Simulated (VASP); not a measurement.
# Fe (Pm-3n) in VASP: single point with PBEsol

Aim: the single point of Fe with PBEsol.

Everything below comes from runs of VASP 6.6.1. Logs are shortened: lines on timing, memory, paths and dates and some standing lists are left out, and cuts for length are marked.

### 1 The cell of the first run

The structure is cubic, space group Pm-3n (No. 223). Conventional cell: a = 4.441 Å, b = 4.441 Å, c = 4.441 Å, α = 90.00°, β = 90.00°, γ = 90.00°. Fe (site symmetry m-3) has 12 Fe at 2.48 Å within 3.3 Å. Fe (site symmetry -4m2) has 14 Fe at 2.22 to 2.72 Å within 2.9 Å.

### 2 Single point, PBEsol, collinear spin, ferromagnetic start

INCAR

```
ALGO = Normal
EDIFF = 1E-6
ENCUT = 520
GGA = PS
ISIF = 2
ISMEAR = 0
ISPIN = 2
LASPH = True
LCHARG = False
LMAXMIX = 4
LORBIT = 11
LREAL = False
LWAVE = False
MAGMOM = 2.45 2.45 2.54 2.54 2.54 2.54 2.54 2.54
NBANDS = 46
NELM = 150
PREC = Accurate
SIGMA = 0.1
```

KPOINTS

```
k-points
0
Gamma
  4 4 4
```

POSCAR

```
Fe
1.0
    4.4414258135      0.0000000000      0.0000000000
    0.0000000000      4.4414258135      0.0000000000
    0.0000000000      0.0000000000      4.4414258135
Fe
8
Direct
    0.5000000000      0.5000000000      0.5000000000
    0.0000000000      0.0000000000      0.0000000000
    0.2500000000      0.0000000000      0.5000000000
    0.5000000000      0.2500000000      0.0000000000
    0.5000000000      0.7500000000      0.0000000000
    0.7500000000      0.0000000000      0.5000000000
    0.0000000000      0.5000000000      0.7500000000
    0.0000000000      0.5000000000      0.2500000000
```

Potentials or basis: VASP PAW PBE potentials, release 64 (Fe).

Launch:

```console
> cat potpaw_PBE.64/Fe/POTCAR > POTCAR
> mpirun -np 1 vasp_std > vasp.out
```

OUTCAR:

```text
EDIFF = 1E-6
   ENCUT = 520
   GGA = PS
   ISIF = 2
   ISMEAR = 0
   ISPIN = 2
   LASPH = True
   LORBIT = 11
   LREAL = False
   NELM = 150
   PREC = Accurate

 ion  position               nearest neighbor table
   1  0.500  0.500  0.500-   3 2.48   4 2.48   5 2.48   6 2.48   7 2.48   8 2.48   4 2.48   5 2.48
                             3 2.48   6 2.48   7 2.48   8 2.48
   2  0.000  0.000  0.000-   3 2.48   4 2.48   5 2.48   6 2.48   7 2.48   8 2.48   3 2.48   6 2.48
                             7 2.48   8 2.48   4 2.48   5 2.48
   3  0.250  0.000  0.500-   6 2.22   6 2.22   1 2.48   2 2.48   1 2.48   2 2.48   8 2.72   5 2.72
                             4 2.72   5 2.72   4 2.72   7 2.72   8 2.72   7 2.72
   4  0.500  0.250  0.000-   5 2.22   5 2.22   1 2.48   1 2.48   2 2.48   2 2.48   8 2.72   3 2.72
                             3 2.72   6 2.72   6 2.72   7 2.72   7 2.72   8 2.72
   5  0.500  0.750  0.000-   4 2.22   4 2.22   1 2.48   1 2.48   2 2.48   2 2.48   8 2.72   3 2.72
                             3 2.72   6 2.72   6 2.72   7 2.72   7 2.72   8 2.72
   6  0.750  0.000  0.500-   3 2.22   3 2.22   1 2.48   2 2.48   1 2.48   2 2.48   8 2.72   4 2.72
                             4 2.72   5 2.72   5 2.72   7 2.72   8 2.72   7 2.72
   7  0.000  0.500  0.750-   8 2.22   8 2.22   1 2.48   2 2.48   2 2.48   1 2.48   3 2.72   4 2.72
                             5 2.72   3 2.72   6 2.72   6 2.72   4 2.72   5 2.72
   8  0.000  0.500  0.250-   7 2.22   7 2.22   1 2.48   2 2.48   2 2.48   1 2.48   3 2.72   4 2.72
                             5 2.72   3 2.72   6 2.72   6 2.72   4 2.72   5 2.72

  LATTYP: Found a simple cubic cell.
 ALAT       =     4.4414258135

  Lattice vectors:

 A1 = (   4.4414258135,   0.0000000000,   0.0000000000)
 A2 = (   0.0000000000,   4.4414258135,   0.0000000000)
 A3 = (   0.0000000000,   0.0000000000,   4.4414258135)

Analysis of symmetry for initial positions (statically):
=====================================================================
 Subroutine PRICEL returns:
 Original cell was already a primitive cell.

 Routine SETGRP: Setting up the symmetry group for a
 simple cubic supercell.

 Subroutine GETGRP returns: Found 48 space group operations
 (whereof 24 operations were pure point group operations)
 out of a pool of 48 trial point group operations.

The static configuration has the point symmetry T_h .
 The point group associated with its full space group is O_h .

Analysis of symmetry for dynamics (positions and initial velocities):
=====================================================================
 Subroutine PRICEL returns:
 Original cell was already a primitive cell.

 Routine SETGRP: Setting up the symmetry group for a
 simple cubic supercell.

 Subroutine GETGRP returns: Found 48 space group operations
 (whereof 24 operations were pure point group operations)
[... 163 lines left out ...]

 E-fermi :   6.0546     XC(G=0): -13.4758

 val. band max:        6.0492433644   @ k =   0.2500   0.0000   0.0000
 cond. band min:       6.0867610964   @ k =   0.5000   0.5000   0.0000
 fundamental gap:      0.0375177320
 Fermi energy:         6.0546479099

 spin component 1

 k-point     1 :       0.0000    0.0000    0.0000
  band No.  band energies     occupation
      1      -2.6657      1.00000
      2       0.9981      1.00000
      3       0.9981      1.00000
      4       1.7228      1.00000
      5       1.7491      1.00000
      6       1.7491      1.00000
[... 459 lines left out ...]
     43       6.8721      0.00000
     44       6.8721      0.00000
 Fermi energy:         6.0546479099

 spin component 2

 k-point     1 :       0.0000    0.0000    0.0000
  band No.  band energies     occupation
      1      -2.4168      1.00000
      2       2.1158      1.00000
      3       2.1158      1.00000
      4       2.7209      1.00000
      5       3.4344      1.00000
      6       3.4344      1.00000
[... 459 lines left out ...]
     43       8.7136      0.00000
     44       8.7136      0.00000
 [bands above 44 left out]

------------------------ aborting loop because EDIFF is reached ----------------------------------------

  FORCE on cell =-STRESS in cart. coord.  units (eV):
  Direction    XX          YY          ZZ          XY          YZ          ZX
  --------------------------------------------------------------------------------------
  -------------------------------------------------------------------------------------
  Total        0.0668748      0.0668748      0.0668748      0.0000000     -0.0000000      0.0000000
  in kB        1.2229417      1.2229417      1.2229417      0.0000000     -0.0000000      0.0000000
  external PRESSURE =       1.2229417 kB  Pullay stress =       0.0000000 kB

 VOLUME and BASIS-vectors are now :
 -----------------------------------------------------------------------------
  energy-cutoff  :      520.00
  volume of cell :       87.61
      direct lattice vectors                 reciprocal lattice vectors
     4.441425814  0.000000000  0.000000000     0.225152922  0.000000000  0.000000000
     0.000000000  4.441425814  0.000000000     0.000000000  0.225152922  0.000000000
     0.000000000  0.000000000  4.441425814     0.000000000  0.000000000  0.225152922

 POSITION                                       TOTAL-FORCE (eV/Angst)
 -----------------------------------------------------------------------------------
      2.22071      2.22071      2.22071        -0.000000      0.000000      0.000000
      0.00000      0.00000      0.00000        -0.000000      0.000000      0.000000
      1.11036      0.00000      2.22071         0.000000      0.000000     -0.000000
      2.22071      1.11036      0.00000         0.000000     -0.000000     -0.000000
      2.22071      3.33107      0.00000         0.000000      0.000000     -0.000000
      3.33107      0.00000      2.22071        -0.000000     -0.000000      0.000000
      0.00000      2.22071      3.33107        -0.000000      0.000000      0.000000
      0.00000      2.22071      1.11036        -0.000000     -0.000000     -0.000000
 -----------------------------------------------------------------------------------
    total drift:                                0.000000      0.000000     -0.000000

  FREE ENERGIE OF THE ION-ELECTRON SYSTEM (eV)
  ---------------------------------------------------
  free  energy   TOTEN  =       -70.6273239275 eV

  energy  without entropy=      -70.5993256897  energy(sigma->0) =      -70.61332481

 total charge

# of ion       s       p       d       tot
------------------------------------------
    1        0.516   0.596   6.295   7.408
    2        0.516   0.596   6.295   7.408
    3        0.509   0.572   6.288   7.369
    4        0.509   0.572   6.288   7.369
    5        0.509   0.572   6.288   7.369
    6        0.509   0.572   6.288   7.369
    7        0.509   0.572   6.288   7.369
    8        0.509   0.572   6.288   7.369
--------------------------------------------------
tot          4.086   4.627  50.319  59.032

 magnetization (x)

# of ion       s       p       d       tot
------------------------------------------
    1       -0.028  -0.060   1.933   1.845
    2       -0.028  -0.060   1.933   1.845
    3       -0.016  -0.047   2.202   2.138
    4       -0.016  -0.047   2.202   2.138
    5       -0.016  -0.047   2.202   2.138
    6       -0.016  -0.047   2.202   2.138
    7       -0.016  -0.047   2.202   2.138
    8       -0.016  -0.047   2.202   2.138
--------------------------------------------------
tot         -0.151  -0.405  17.077  16.521
```

OSZICAR:

```text
N       E                     dE             d eps       ncg     rms          rms(c)
DAV:   1     0.545954620759E+03    0.54595E+03   -0.27179E+04  1856   0.185E+03
DAV:   2    -0.255420762059E+02   -0.57150E+03   -0.54561E+03  1852   0.391E+02
DAV:   3    -0.769314468878E+02   -0.51389E+02   -0.43536E+02  1988   0.156E+02
DAV:   4    -0.799041651266E+02   -0.29727E+01   -0.27571E+01  2306   0.401E+01
DAV:   5    -0.799735633042E+02   -0.69398E-01   -0.68995E-01  2300   0.507E+00    0.358E+01
DAV:   6    -0.712409887490E+02    0.87326E+01   -0.92333E+01  2088   0.944E+01    0.150E+01
DAV:   7    -0.707266965617E+02    0.51429E+00   -0.59199E+00  2036   0.245E+01    0.943E+00
DAV:   8    -0.709261756935E+02   -0.19948E+00   -0.68533E-01  2566   0.169E+01    0.807E+00
DAV:   9    -0.707128757248E+02    0.21330E+00   -0.57705E-01  2600   0.188E+01    0.464E+00
DAV:  10    -0.706240362790E+02    0.88839E-01   -0.80336E-02  2490   0.547E+00    0.122E+00
DAV:  11    -0.706276249312E+02   -0.35887E-02   -0.12288E-02  2288   0.102E+00    0.454E-01
DAV:  12    -0.706273020076E+02    0.32292E-03   -0.24612E-03  2566   0.561E-01    0.974E-02
DAV:  13    -0.706273229011E+02   -0.20894E-04   -0.21698E-04  1976   0.154E-01    0.624E-02
DAV:  14    -0.706273288339E+02   -0.59328E-05   -0.24975E-05  2250   0.654E-02    0.301E-02
DAV:  15    -0.706273256840E+02    0.31499E-05   -0.45328E-06  1686   0.280E-02    0.167E-02
DAV:  16    -0.706273239387E+02    0.17453E-05   -0.36432E-06  1444   0.340E-02    0.318E-03
DAV:  17    -0.706273239275E+02    0.11174E-07   -0.47128E-07   944   0.747E-03
   1 F= -.70627324E+02 E0= -.70613325E+02  d E =-.279982E-01  mag=    16.6601
```

stdout:

```text
POSCAR found type information on POSCAR Fe
 POSCAR found :  1 types and       8 ions
 scaLAPACK will be used
 -----------------------------------------------------------------------------
|                                                                             |
|                                                                             |
|     You enforced a specific xc type in the INCAR file but a different       |
|     I HOPE YOU KNOW WHAT YOU ARE DOING!                                     |
|                                                                             |
 -----------------------------------------------------------------------------

 LDA part: xc-table for (Slater+PW92), standard interpolation
 POSCAR, INCAR and KPOINTS ok, starting setup
 FFT: planning ... GRIDC
 FFT: planning ... GRID_SOFT
 FFT: planning ... GRID
 WAVECAR not read
 entering main loop
```

It took 62 s on 1 thread of Intel Xeon 6975P-C (Granite Rapids), shared host; peak memory 0.25 GiB.

What came out:

| Quantity | Value |
| --- | --- |
| Free energy | -70.6273 eV |
| Pressure | 0.1 GPa |
| Net moment | 16.66 μB per cell |
| Site moments | Fe +1.84, +2.14 μB |
| Valence electrons inside the program's atomic spheres | Fe 7.41, 7.37 |

Levels at points of the mesh, in eV from the Fermi level:
Spin up:
| k point | band 36 | band 37 | band 38 | band 39 | band 40 | band 41 | band 42 | band 43 | band 44 | band 45 |
| --- | --- | --- | --- | --- | --- | --- | --- | --- | --- | --- |
| (0.00, 0.00, 0.00) | -0.32 | -0.32 | -0.32 | -0.09 | -0.09 | -0.09 | 1.87 | 1.87 | 1.87 | 3.64 |
| (0.50, 0.00, 0.00) | -0.56 | -0.36 | -0.36 | -0.14 | -0.14 | 0.45 | 0.45 | 2.45 | 2.45 | 3.23 |
| (0.50, 0.50, 0.00) | -0.58 | -0.38 | -0.31 | -0.15 | -0.15 | 0.03 | 0.22 | 0.22 | 0.57 | 2.76 |
| (0.50, 0.50, 0.50) | -0.50 | -0.27 | -0.27 | -0.27 | -0.27 | 0.82 | 0.82 | 0.82 | 0.82 | 0.82 |
Spin down:
```tsv
k point	band 21	band 22	band 23	band 24	band 25	band 26	band 27	band 28
(0.00, 0.00, 0.00)	-0.81	-0.81	-0.10	-0.10	-0.10	1.02	1.02	1.02
(0.50, 0.00, 0.00)	-0.55	-0.55	-0.32	-0.32	0.33	0.33	0.62	0.62
(0.50, 0.50, 0.00)	-0.49	-0.05	-0.05	0.12	0.12	0.13	0.33	0.60
(0.50, 0.50, 0.50)	-1.03	-1.03	-1.03	-1.03	0.84	0.84	0.84	0.84
```

Caveat: the PAW data sets were made with another functional, which shifts forces and pressure a little.
